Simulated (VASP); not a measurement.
# SrO (Fm-3m) in VASP: notebook, part 2 of 2

VASP 6.6.1. Earlier steps stand in the parts before.

### Step 3. Electric field gradients, PBE, non-collinear spin, zero start, spin-orbit coupling

INCAR

```
PREC     = Accurate       # precision mode
ENCUT    = 520            # plane-wave cutoff, eV
EDIFF    = 1E-8           # SCF threshold, eV
ISMEAR   = -1             # smearing method
SIGMA    = 0.02           # smearing width, eV
LREAL    = False          # projectors in reciprocal space
LASPH    = True           # aspherical terms in the spheres
NELM     = 150            # most SCF steps
ALGO     = Normal         # electronic algorithm
ISIF     = 2              # what is computed and relaxed
LWAVE    = False          # write WAVECAR
LCHARG   = False          # write CHGCAR
MAGMOM   = 0 0 0 0 0 0    # initial moments
LORBIT   = 11             # projections on sites
LSORBIT  = True           # spin-orbit coupling
GGA_COMPAT= False        
LORBMOM  = True         
GGA      = PE             # functional
LEFG     = True         
NBANDS   = 28             # bands
```

KPOINTS

```
Automatic mesh
0
Gamma
  8 8 8
```

POSCAR

```
SrO
1.0
    0.0000000000      2.5698000000      2.5698000000
    2.5698000000      0.0000000000      2.5698000000
    2.5698000000      2.5698000000      0.0000000000
Sr O
1 1
Direct
    0.0000000000      0.0000000000      0.0000000000
    0.5000000000      0.5000000000      0.5000000000
```

Potentials or basis: VASP PAW PBE potentials, release 64 (Sr_sv, O).

Launch:

```sh
$ cat potpaw_PBE.64/Sr_sv/POTCAR potpaw_PBE.64/O/POTCAR > POTCAR
$ mpirun -np 1 vasp_ncl > vasp.out
```

OUTCAR:

```text
PREC = Accurate
   ENCUT = 520
   EDIFF = 1E-8
   ISMEAR = -1
   LREAL = False
   LASPH = True
   NELM = 150
   ISIF = 2
   LORBIT = 11
   LSORBIT = True
   GGA = PE

 ion  position               nearest neighbor table
   1  0.000  0.000  0.000-   2 2.57   2 2.57   2 2.57   2 2.57   2 2.57   2 2.57
   2  0.500  0.500  0.500-   1 2.57   1 2.57   1 2.57   1 2.57   1 2.57   1 2.57

  LATTYP: Found a face centered cubic cell.
 ALAT       =     5.1396000000

  Lattice vectors:

 A1 = (   0.0000000000,   2.5698000000,   2.5698000000)
 A2 = (   2.5698000000,   0.0000000000,   2.5698000000)
 A3 = (   2.5698000000,   2.5698000000,   0.0000000000)

Analysis of symmetry for initial positions (statically):
=====================================================================
 Subroutine PRICEL returns:
 Original cell was already a primitive cell.

 Routine SETGRP: Setting up the symmetry group for a
 face centered cubic supercell.

 Subroutine GETGRP returns: Found 48 space group operations
 (whereof 48 operations were pure point group operations)
 out of a pool of 48 trial point group operations.

The static configuration has the point symmetry O_h .

Analysis of symmetry for dynamics (positions and initial velocities):
=====================================================================
 Subroutine PRICEL returns:
 Original cell was already a primitive cell.

 Routine SETGRP: Setting up the symmetry group for a
 face centered cubic supercell.

 Subroutine GETGRP returns: Found 48 space group operations
 (whereof 48 operations were pure point group operations)
 out of a pool of 48 trial point group operations.

The dynamic configuration has the point symmetry O_h .

Analysis of structural, dynamic, and magnetic symmetry:
=====================================================================
 Subroutine PRICEL returns:
 Original cell was already a primitive cell.

 Routine SETGRP: Setting up the symmetry group for a
 face centered cubic supercell.

 Subroutine GETGRP returns: Found 48 space group operations
 (whereof 48 operations were pure point group operations)
 out of a pool of 48 trial point group operations.

The overall configuration has the point symmetry O_h .

 Subroutine INISYM returns: Found 48 space group operations
 (whereof 48 operations are pure point group operations),
 and found     1 'primitive' translations

----------------------------------------------------------------------------------------

                                     Primitive cell

  volume of cell :      33.9413

  direct lattice vectors                    reciprocal lattice vectors
     0.000000000  2.569800000  2.569800000    -0.194567671  0.194567671  0.194567671
     2.569800000  0.000000000  2.569800000     0.194567671 -0.194567671  0.194567671
     2.569800000  2.569800000  0.000000000     0.194567671  0.194567671 -0.194567671

  length of vectors
     3.634246013  3.634246013  3.634246013     0.337001091  0.337001091  0.337001091

[... 913 lines left out ...]
  free  energy   TOTEN  =       -12.1275100088 eV

  energy  without entropy=      -12.1275100088  energy(sigma->0) =      -12.12751001

 Electric field gradients (V/A^2)
---------------------------------------------------------------------
 ion       V_xx      V_yy      V_zz      V_xy      V_xz      V_yz
---------------------------------------------------------------------
   1       0.000    -0.000    -0.000     0.000     0.000     0.000
   2       0.000     0.000     0.000    -0.001    -0.001    -0.001
---------------------------------------------------------------------

 Electric field gradients after diagonalization (V/A^2)
 (convention: |V_zz| > |V_xx| > |V_yy|)
----------------------------------------------------------------------
 ion       V_xx      V_yy      V_zz     asymmetry (V_yy - V_xx)/ V_zz
----------------------------------------------------------------------
   1      -0.000    -0.000     0.000       0.000
   2       0.001     0.001    -0.001       0.000
----------------------------------------------------------------------

           NMR quadrupolar parameters

 Cq : quadrupolar parameter    Cq=e*Q*V_zz/h
 eta: asymmetry parameters     (V_yy - V_xx)/ V_zz
 Q  : nuclear electric quadrupole moment in mb (millibarn)
----------------------------------------------------------------------
 ion       Cq(MHz)       eta       Q (mb)
----------------------------------------------------------------------
   1       0.000       0.000       1.000
   2      -0.000       0.000       1.000
----------------------------------------------------------------------

 orbital moment (x)

 # of ion     p       d       tot
 ----------------------------------------
  1         0.000   0.000   0.000
  2         0.000   0.000   0.000
 ----------------------------------------
            0.000   0.000   0.000

 orbital moment (y)

 # of ion     p       d       tot
 ----------------------------------------
  1         0.000   0.000   0.000
  2         0.000   0.000   0.000
 ----------------------------------------
            0.000   0.000   0.000

 orbital moment (z)

 # of ion     p       d       tot
 ----------------------------------------
  1         0.000   0.000   0.000
  2        -0.000   0.000  -0.000
 ----------------------------------------
           -0.000   0.000  -0.000

 Spin-Orbit-Coupling matrix elements

 Ion:    1  E_soc:     -0.1752468
 l=   1
     0.0000000    -0.0291810    -0.0291810
    -0.0291810     0.0000000    -0.0291810
    -0.0291810    -0.0291810     0.0000000
 l=   2
     0.0000000    -0.0000017     0.0000000    -0.0000017    -0.0000252
    -0.0000017     0.0000000    -0.0000189    -0.0000017    -0.0000063
     0.0000000    -0.0000189     0.0000000    -0.0000189     0.0000000
    -0.0000017    -0.0000017    -0.0000189     0.0000000    -0.0000063
    -0.0000252    -0.0000063     0.0000000    -0.0000063     0.0000000
 l=   3
     0.0000000     0.0000000     0.0000000     0.0000000     0.0000000     0.0000000     0.0000000
     0.0000000     0.0000000     0.0000000     0.0000000     0.0000000     0.0000000     0.0000000
     0.0000000     0.0000000     0.0000000     0.0000000     0.0000000     0.0000000     0.0000000
     0.0000000     0.0000000     0.0000000     0.0000000     0.0000000     0.0000000     0.0000000
     0.0000000     0.0000000     0.0000000     0.0000000     0.0000000     0.0000000     0.0000000
     0.0000000     0.0000000     0.0000000     0.0000000     0.0000000     0.0000000     0.0000000
     0.0000000     0.0000000     0.0000000     0.0000000     0.0000000     0.0000000     0.0000000

 Ion:    2  E_soc:     -0.0003167
 l=   1
     0.0000000    -0.0000528    -0.0000528
    -0.0000528     0.0000000    -0.0000528
    -0.0000528    -0.0000528     0.0000000
 l=   2
     0.0000000     0.0000000     0.0000000     0.0000000     0.0000000
     0.0000000     0.0000000     0.0000000     0.0000000     0.0000000
     0.0000000     0.0000000     0.0000000     0.0000000     0.0000000
     0.0000000     0.0000000     0.0000000     0.0000000     0.0000000
     0.0000000     0.0000000     0.0000000     0.0000000     0.0000000
 l=   3
     0.0000000     0.0000000     0.0000000     0.0000000     0.0000000     0.0000000     0.0000000
     0.0000000     0.0000000     0.0000000     0.0000000     0.0000000     0.0000000     0.0000000
     0.0000000     0.0000000     0.0000000     0.0000000     0.0000000     0.0000000     0.0000000
     0.0000000     0.0000000     0.0000000     0.0000000     0.0000000     0.0000000     0.0000000
     0.0000000     0.0000000     0.0000000     0.0000000     0.0000000     0.0000000     0.0000000
     0.0000000     0.0000000     0.0000000     0.0000000     0.0000000     0.0000000     0.0000000
     0.0000000     0.0000000     0.0000000     0.0000000     0.0000000     0.0000000     0.0000000

 total charge

# of ion       s       p       d       tot
------------------------------------------
    1        2.017   5.835   0.259   8.111
    2        1.552   3.424   0.000   4.976
--------------------------------------------------
tot          3.569   9.259   0.259  13.087

 magnetization (x)

# of ion       s       p       d       tot
------------------------------------------
    1        0.000  -0.000   0.000   0.000
    2       -0.000  -0.000   0.000  -0.000
--------------------------------------------------
tot          0.000  -0.000   0.000  -0.000

 magnetization (y)

# of ion       s       p       d       tot
------------------------------------------
    1        0.000   0.000   0.000   0.000
    2       -0.000  -0.000   0.000  -0.000
--------------------------------------------------
tot          0.000  -0.000   0.000  -0.000

 magnetization (z)

# of ion       s       p       d       tot
------------------------------------------
    1        0.000   0.000   0.000   0.000
    2        0.000  -0.000   0.000  -0.000
--------------------------------------------------
tot          0.000  -0.000   0.000  -0.000
```

It took 56 s on 1 thread of Intel Xeon Platinum 8488C (Sapphire Rapids), shared host; peak memory 0.26 GiB.

What came out:

```
Free energy                                           : -12.1275 eV
Pressure                                              : 3.5 GPa
Net moment                                            : 0.00 μB per cell
Valence electrons inside the program's atomic spheres : Sr 8.11; O 4.98
```

Moments on the atoms (μB; x, y, z):
```
Sr  0.00 0.00 0.00
O   0.00 0.00 0.00
```

Caveat: without QUAD_EFG the Cq values of the log hold for a quadrupole moment of 1 mb, not for the nuclei.
